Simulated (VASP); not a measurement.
# Ge in VASP: notebook

Runs on Ge. Level: r2SCAN. Tasks: single point.

Program: VASP 6.6.1. These are calculated values, not measurements. Logs are shortened: lines on timing, memory, paths and dates and some standing lists are left out, and cuts for length are marked.

## 1. The cell of the first run

The cell holds a slab with vacuum, 8 atoms: a = 4.013 Å, b = 4.013 Å, c = 25.649 Å, α = 90.00°, β = 90.00°, γ = 120.00°.

## 2. Single point, r2SCAN

File POSCAR:

```
Ge
1.0
    4.0128347834      0.0000000000      0.0000000000
   -2.0064173917      3.4752168636      0.0000000000
    0.0000000000      0.0000000000     25.6485141116
Ge
8
Direct
    0.3333333333      0.6666666667      0.2924146002
    0.0000000000      0.0000000000      0.3243508156
    0.0000000000      0.0000000000      0.4201594616
    0.6666666667      0.3333333333      0.4520956770
    0.6666666667      0.3333333333      0.5479043230
    0.3333333333      0.6666666667      0.5798405384
    0.3333333333      0.6666666667      0.6756491844
    0.0000000000      0.0000000000      0.7075853998
```

File INCAR.step1:

```
PREC     = Accurate       # precision mode
ENCUT    = 450            # plane-wave cutoff, eV
ISMEAR   = -1             # smearing method
SIGMA    = 0.3            # smearing width, eV
LREAL    = F              # projectors in reciprocal space
LASPH    = T              # aspherical terms in the spheres
NELM     = 120            # most SCF steps
LDIPOL   = T            
IDIPOL   = 3            
DIPOL    = 0.5 0.5 0.500
NBANDS   = 66             # bands
GGA      = PE             # functional
ALGO     = Normal         # electronic algorithm
EDIFF    = 1E-5           # SCF threshold, eV
LWAVE    = T              # write WAVECAR
LCHARG   = F              # write CHGCAR
GGA_COMPAT= F            
NELMDL   = -8
```

File INCAR.step2:

```
PREC     = Accurate       # precision mode
ENCUT    = 450            # plane-wave cutoff, eV
EDIFF    = 1E-6           # SCF threshold, eV
ISMEAR   = -1             # smearing method
SIGMA    = 0.3            # smearing width, eV
LREAL    = F              # projectors in reciprocal space
LASPH    = T              # aspherical terms in the spheres
NELM     = 120            # most SCF steps
ALGO     = Normal         # electronic algorithm
ISIF     = 2              # what is computed and relaxed
LWAVE    = F              # write WAVECAR
LCHARG   = F              # write CHGCAR
LDIPOL   = T            
IDIPOL   = 3            
DIPOL    = 0.5 0.5 0.500
METAGGA  = R2SCAN         # meta-GGA
LMIXTAU  = T            
NBANDS   = 66             # bands
ISTART   = 1            
GGA_COMPAT= F
```

File KPOINTS:

```
regular mesh
0
Gamma
  9 9 1
```

Potentials or basis: VASP PAW PBE potentials, release 64 (Ge_d).

Command:

```bash
$ cat potpaw_PBE.64/Ge_d/POTCAR > POTCAR
$ cp INCAR.step1 INCAR
$ mpirun -np 1 vasp_std > vasp.out
$ cp INCAR.step2 INCAR
$ mpirun -np 1 vasp_std > vasp.out
```

OUTCAR:

```text
PREC = Accurate
   ENCUT = 450
   EDIFF = 1E-6
   ISMEAR = -1
   LREAL = F
   LASPH = T
   NELM = 120
   ISIF = 2
   METAGGA = R2SCAN
   ISTART = 1

 ion  position               nearest neighbor table
   1  0.333  0.667  0.292-   2 2.46   2 2.46   2 2.46
   2  0.000  0.000  0.324-   3 2.46   1 2.46   1 2.46   1 2.46
   3  0.000  0.000  0.420-   2 2.46   4 2.46   4 2.46   4 2.46
   4  0.667  0.333  0.452-   5 2.46   3 2.46   3 2.46   3 2.46
   5  0.667  0.333  0.548-   4 2.46   6 2.46   6 2.46   6 2.46
   6  0.333  0.667  0.580-   7 2.46   5 2.46   5 2.46   5 2.46
   7  0.333  0.667  0.676-   6 2.46   8 2.46   8 2.46   8 2.46
   8  0.000  0.000  0.708-   7 2.46   7 2.46   7 2.46

  LATTYP: Found a hexagonal cell.
 ALAT       =     4.0128347834
 C/A-ratio  =     6.3916197641

  Lattice vectors:

 A1 = (   4.0128347834,   0.0000000000,   0.0000000000)
 A2 = (  -2.0064173917,   3.4752168636,   0.0000000000)
 A3 = (   0.0000000000,   0.0000000000,  25.6485141116)

Analysis of symmetry for initial positions (statically):
=====================================================================
 Subroutine PRICEL returns:
 Original cell was already a primitive cell.

 Routine SETGRP: Setting up the symmetry group for a
 hexagonal supercell.

 Subroutine GETGRP returns: Found 12 space group operations
 (whereof  6 operations were pure point group operations)
 out of a pool of 24 trial point group operations.

The static configuration has the point symmetry C_3v.
 The point group associated with its full space group is D_3d.

Analysis of symmetry for dynamics (positions and initial velocities):
=====================================================================
 Subroutine PRICEL returns:
 Original cell was already a primitive cell.

 Routine SETGRP: Setting up the symmetry group for a
 hexagonal supercell.

 Subroutine GETGRP returns: Found 12 space group operations
 (whereof  6 operations were pure point group operations)
 out of a pool of 24 trial point group operations.

The dynamic configuration has the point symmetry C_3v.
 The point group associated with its full space group is D_3d.

 Subroutine INISYM returns: Found 12 space group operations
 (whereof  6 operations are pure point group operations),
 and found     1 'primitive' translations

----------------------------------------------------------------------------------------

                                     Primitive cell

  volume of cell :     357.6806

  direct lattice vectors                    reciprocal lattice vectors
     4.012834783  0.000000000  0.000000000     0.249200392  0.143875913  0.000000000
    -2.006417392  3.475216864  0.000000000     0.000000000  0.287751827  0.000000000
     0.000000000  0.000000000 25.648514112     0.000000000  0.000000000  0.038988613

  length of vectors
     4.012834783  4.012834783 25.648514112     0.287751827  0.287751827  0.038988613

  position of ions in fractional coordinates (direct lattice)
     0.333333333  0.666666667  0.292414600
     0.000000000  0.000000000  0.324350816
     0.000000000  0.000000000  0.420159462
     0.666666667  0.333333333  0.452095677
     0.666666667  0.333333333  0.547904323
     0.333333333  0.666666667  0.579840538
     0.333333333  0.666666667  0.675649184
     0.000000000  0.000000000  0.707585400

  ion indices of the primitive-cell ions
   primitive index   ion index
                 1           1
                 2           2
                 3           3
                 4           4
                 5           5
                 6           6
                 7           7
                 8           8

----------------------------------------------------------------------------------------

 KPOINTS: regular mesh

Automatic generation of k-mesh.
 Grid dimensions read from file:
 generate k-points for:    9    9    1

 Generating k-lattice:

  Cartesian coordinates                     Fractional coordinates (reciprocal lattice)
     0.027688932  0.015986213  0.000000000     0.111111111  0.000000000  0.000000000
     0.000000000  0.031972425  0.000000000     0.000000000  0.111111111  0.000000000
     0.000000000  0.000000000  0.038988613     0.000000000  0.000000000  1.000000000

  Length of vectors
     0.031972425  0.031972425  0.038988613

  Shift w.r.t. Gamma in fractional coordinates (k-lattice)
     0.000000000  0.000000000  0.000000000

 Subroutine IBZKPT returns following result:
 ===========================================

 Found     12 irreducible k-points:

 Following reciprocal coordinates:
            Coordinates               Weight
  0.000000  0.000000  0.000000      1.000000
  0.111111  0.000000  0.000000      6.000000
  0.222222  0.000000  0.000000      6.000000
  0.333333 -0.000000  0.000000      6.000000
  0.444444  0.000000  0.000000      6.000000
  0.111111  0.111111  0.000000      6.000000
  0.222222  0.111111  0.000000     12.000000
  0.333333  0.111111  0.000000     12.000000
  0.444444  0.111111  0.000000      6.000000
  0.222222  0.222222  0.000000      6.000000
  0.333333  0.222222  0.000000     12.000000
  0.333333  0.333333  0.000000      2.000000
   k-points           NKPTS =     12   k-points in BZ     NKDIM =     12   number of bands    NBANDS=     66
   number of dos      NEDOS =    301   number of ions     NIONS =      8
   total plane-waves  NPLWV = 141120
   dimension x,y,z NGX =    28 NGY =   28 NGZ =  180
   dimension x,y,z NGXF=    56 NGYF=   56 NGZF=  360
   ions per type =               8
   NGX,Y,Z   is equivalent  to a cutoff of  11.60, 11.60, 11.67 a.u.
   NGXF,Y,Z  is equivalent  to a cutoff of  23.20, 23.20, 23.33 a.u.
 SYSTEM =  unknown system
   PREC   = accura    normal or accurate (medium, high low for compatibility)
   ISTART =      1    job   : 0-new  1-cont  2-samecut
   ICHARG =      0    charge: 1-file 2-atom 10-const
   ISPIN  =      1    spin polarized calculation?
   LNONCOLLINEAR =      F non collinear calculations
   LSORBIT =      F    spin-orbit coupling
   LASPH  =      T    aspherical Exc in radial PAW
   ENCUT  =  450.0 eV  33.07 Ry    5.75 a.u.   6.94  6.94 44.36*2*pi/ulx,y,z
   NELM   =    120;   NELMIN=  2; NELMDL=  0     # of ELM steps
   EDIFF  = 0.1E-05   stopping-criterion for ELM
   LREAL  =      F    real-space projection
[... 7 lines left out ...]
   TEBEG  =    0.0;   TEEND  =   0.0 temperature during run
   PSTRESS=    0.0 pullay stress
   NELECT =     112.0000    total number of electrons
   NUPDOWN=      -1.0000    fix difference up-down
   EMIN   =  10.00;   EMAX   =-10.00  energy-range for DOS
   EFERMI =   0.00;   METHOD = LEGACY
   ISMEAR =    -1;   SIGMA  =   0.30  broadening in eV -4-tet -1-fermi 0-gaus
   EFERMI_NEDOS =   21; number of points for ismear=-14 and -15
   IALGO  =     38    algorithm
   IMIX   =      4    mixing-type and parameters
     AMIX     =   0.40;   BMIX     =  1.00
     AMIX_MAG =   1.60;   BMIX_MAG =  1.00
  volume/ion in A,a.u.               =      44.71       301.72
  Fermi-wavevector in a.u.,A,eV,Ry     =   1.111687  2.100783 16.814721  1.235847
  Thomas-Fermi vector in A             =   2.248252
   LORBIT       =      0    0 simple, 1 ext, 2 COOP (PROOUT), +10 PAW based schemes
   METAGGA = R2SCAN    functional components
   LHFCALC =     F    Hartree Fock is set to
   AEXX    =    0.0000 exact exchange contribution
   IVDW    =     0    specifies the selected vdW correction
   LEPSILON=     F    determine dielectric tensor
   LRPA    =     F    only Hartree local field effects (RPA)
 non-spin polarized calculation
  energy-cutoff  :      450.00
  volume of cell :      357.68
 maximum number of plane-waves:      7789
 NGX is ok and might be reduce to    28
   NGX = 13   NGY = 13   NGZ = 89

 number of electron     111.9999995 magnetization

 dipolmoment           0.000000      0.000000     -0.000001 electrons x Angstroem

 Free energy of the ion-electron system (eV)
  ---------------------------------------------------
  ext. energy  EPLUGINS =         0.00000000
  ---------------------------------------------------
  free energy    TOTEN  =      -109.22544598 eV

  energy without entropy =     -108.35320264  energy(sigma->0) =     -108.78932431

 E-fermi :  -0.0952     XC(G=0):  -5.9528

 val. band max:       -0.1057505005   @ k =   0.3333   0.1111   0.0000
 cond. band min:      -0.0199260082   @ k =   0.0000   0.0000   0.0000
 fundamental gap:      0.0858244923
 Fermi energy:        -0.0952471620

 k-point     1 :       0.0000    0.0000    0.0000
  band No.  band energies     occupation
      1     -25.5229      2.00000
      2     -25.5229      2.00000
      3     -25.5110      2.00000
      4     -25.5110      2.00000
      5     -25.4960      2.00000
      6     -25.4533      2.00000
[... 58 lines left out ...]
     65       3.7854      0.00000
     66       4.1556      0.00000

 k-point     2 :       0.1111    0.0000    0.0000
  band No.  band energies     occupation
      1     -25.5307      2.00000
      2     -25.5259      2.00000
      3     -25.5139      2.00000
      4     -25.5126      2.00000
      5     -25.4958      2.00000
      6     -25.4495      2.00000
[... 58 lines left out ...]
     65       3.9749      0.00000
     66       4.1771      0.00000

 k-point     3 :       0.2222    0.0000    0.0000
  band No.  band energies     occupation
      1     -25.5406      2.00000
      2     -25.5306      2.00000
      3     -25.5199      2.00000
      4     -25.5136      2.00000
      5     -25.5005      2.00000
      6     -25.4530      2.00000
[... 610 lines left out ...]
     65       5.0836      0.00000
     66       5.1772      0.00000

 k-point    12 :       0.3333    0.3333    0.0000
  band No.  band energies     occupation
      1     -25.5499      2.00000
      2     -25.5499      2.00000
      3     -25.5449      2.00000
      4     -25.5048      2.00000
      5     -25.5047      2.00000
      6     -25.4451      2.00000
[... 58 lines left out ...]
     65       6.3109      0.00000
     66       6.3144      0.00000

------------------------ aborting loop because EDIFF is reached ----------------------------------------

 vacuum level on the upper side and lower side of the slab       (xc-potential included)        -0.004        -0.003

  FORCE on cell =-STRESS in cart. coord.  units (eV):
  Direction    XX          YY          ZZ          XY          YZ          ZX
  --------------------------------------------------------------------------------------
  -------------------------------------------------------------------------------------
  Total       -0.2815974     -0.2815974      1.3966551      0.0000000      0.0000000      0.0000000
  in kB       -1.2613736     -1.2613736      6.2561096      0.0000000      0.0000000      0.0000000
  external PRESSURE =       1.2444541 kB  Pullay stress =       0.0000000 kB

 VOLUME and BASIS-vectors are now :
 -----------------------------------------------------------------------------
  energy-cutoff  :      450.00
  volume of cell :      357.68
      direct lattice vectors                 reciprocal lattice vectors
     4.012834783  0.000000000  0.000000000     0.249200392  0.143875913  0.000000000
    -2.006417392  3.475216864  0.000000000     0.000000000  0.287751827  0.000000000
     0.000000000  0.000000000 25.648514112     0.000000000  0.000000000  0.038988613

 POSITION                                       TOTAL-FORCE (eV/Angst)
 -----------------------------------------------------------------------------------
     -0.00000      2.31681      7.50000         0.000000      0.000000      0.015188
      0.00000      0.00000      8.31912         0.000000     -0.000000     -0.267355
      0.00000      0.00000     10.77647         0.000000     -0.000000      0.140388
      2.00642      1.15841     11.59558        -0.000000     -0.000000     -0.032348
      2.00642      1.15841     14.05293         0.000000     -0.000000      0.032348
     -0.00000      2.31681     14.87205        -0.000000      0.000000     -0.140388
     -0.00000      2.31681     17.32940         0.000000      0.000000      0.267355
      0.00000      0.00000     18.14851        -0.000000     -0.000000     -0.015188
 -----------------------------------------------------------------------------------
    total drift:                               -0.000005      0.000003     -0.000665

  FREE ENERGIE OF THE ION-ELECTRON SYSTEM (eV)
  ---------------------------------------------------
  free  energy   TOTEN  =      -109.2254459762 eV

  energy  without entropy=     -108.3532026379  energy(sigma->0) =     -108.78932431

 vacuum level on the upper side and lower side of the slab         4.758         4.760
```

Run time: 41 min. Hardware: 1 thread of Oxide Virtual Turin-like, shared host; peak memory 0.44 GiB.

Results:

```yaml
Free_energy: -109.2254 eV
Largest_force: 0.267 eV/Å
Band_gap_on_the_k_mesh: zero (bands 56 and 57 overlap by 0.28 eV)
```

Forces on the atoms (eV/Å):
```
Ge   0.000  0.000  0.015
Ge   0.000  0.000 -0.267
Ge   0.000  0.000  0.140
Ge   0.000  0.000 -0.032
Ge   0.000  0.000  0.032
Ge   0.000  0.000 -0.140
Ge   0.000  0.000  0.267
Ge   0.000  0.000 -0.015
```

Caveat: so wide a smearing shifts energies and pressures; the PAW data sets were made with another functional, which shifts forces and pressure a little.

## 3. Single point, r2SCAN

POSCAR is that of step 2.

File INCAR.step1:

```
ALGO = Normal
DIPOL = 0.5 0.5 0.500
EDIFF = 1E-5
EFIELD = 0.3
ENCUT = 450
GGA = PE
GGA_COMPAT = False
IDIPOL = 3
ISMEAR = 0
LASPH = True
LCHARG = False
LDIPOL = True
LREAL = False
LWAVE = True
NBANDS = 66
NELM = 120
NELMDL = -8
PREC = Accurate
SIGMA = 0.05
```

File INCAR.step2:

```
ALGO = Normal
DIPOL = 0.5 0.5 0.500
EDIFF = 1E-6
EFIELD = 0.3
ENCUT = 450
GGA_COMPAT = False
IDIPOL = 3
ISIF = 2
ISMEAR = 0
ISTART = 1
LASPH = True
LCHARG = False
LDIPOL = True
LMIXTAU = True
LREAL = False
LWAVE = False
METAGGA = R2SCAN
NBANDS = 66
NELM = 120
PREC = Accurate
SIGMA = 0.05
```

File KPOINTS:

```
k-points
0
Gamma
  9 9 1
```

Potentials or basis: VASP PAW PBE potentials, release 64 (Ge_d).

Command:

```bash
$ cat potpaw_PBE.64/Ge_d/POTCAR > POTCAR
$ cp INCAR.step1 INCAR
$ mpirun -np 1 vasp_std > vasp.out
$ cp INCAR.step2 INCAR
$ mpirun -np 1 vasp_std > vasp.out
```

It took 46 min on 1 thread of Oxide Virtual Turin-like, shared host; peak memory 0.45 GiB.

Results (log left out):

- Free energy: -108.6885 eV
- Largest force: 0.543 eV/Å
- Band gap on the k mesh: zero (bands 56 and 57 overlap by 0.30 eV)

Forces in eV/Å, atoms in the order of the input:
```
Ge   0.000  0.000  0.237
Ge   0.000  0.000 -0.543
Ge   0.000  0.000  0.294
Ge   0.000  0.000 -0.143
Ge   0.000  0.000  0.135
Ge   0.000  0.000 -0.297
Ge   0.000  0.000  0.488
Ge   0.000  0.000 -0.170
```

Levels at points of the mesh, in eV from the Fermi level:
| k point | band 52 | band 53 | band 54 | band 55 | band 56 | band 57 | band 58 | band 59 | band 60 | band 61 |
| --- | --- | --- | --- | --- | --- | --- | --- | --- | --- | --- |
| (0.00, 0.00, 0.00) | -0.68 | -0.12 | -0.12 | 0.18 | 0.18 | 0.73 | 1.10 | 1.17 | 1.54 | 1.64 |

Caveat: the PAW data sets were made with another functional, which shifts forces and pressure a little.

The gap in the log of VASP goes by the Fermi energy; the results here count the filled bands.